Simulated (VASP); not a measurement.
Input of a VASP 6.6.1 run:

INCAR

```
SYSTEM = SiMo3
ALGO = Fast
EDIFF = 1E-6
ENCUT = 520
GGA = PE
ISIF = 2
ISMEAR = 0
LASPH = .True.
LCHARG = .False.
LREAL = .False.
LWAVE = .False.
NBANDS = 56
NELM = 100
PREC = Accurate
SIGMA = 0.2
```

Contents of KPOINTS:

```
k-points
0
Gamma
  4 4 4
  0 0 0
```

File POSCAR:

```
SiMo3
1.0
    4.9064535174      0.0000000000      0.0000000000
    0.0000000000      4.9064535174      0.0000000000
    0.0000000000      0.0000000000      4.9064535174
Si Mo
2 6
Direct
    0.0000000000      0.0000000000      0.0000000000
    0.5000000000      0.5000000000      0.5000000000
    0.2500000000      0.0000000000      0.5000000000
    0.5000000000      0.7500000000      0.0000000000
    0.7500000000      0.0000000000      0.5000000000
    0.5000000000      0.2500000000      0.0000000000
    1.0000000000      0.5000000000      0.7500000000
    1.0000000000      0.5000000000      0.2500000000
```

Potentials or basis: VASP PAW PBE potentials, release 64 (Si, Mo_sv).

Launch:

```console
$ cat potpaw_PBE.64/Si/POTCAR potpaw_PBE.64/Mo_sv/POTCAR > POTCAR
$ mpirun -np 1 vasp_std > vasp.out
```

(1) What does it give for the band gap on the k mesh?

(2) Predict the pressure.

Answers

(1) zero (band 46 reaches 13.82 eV, above the bottom of band 47 at 11.41 eV).

(2) 1.3 GPa.
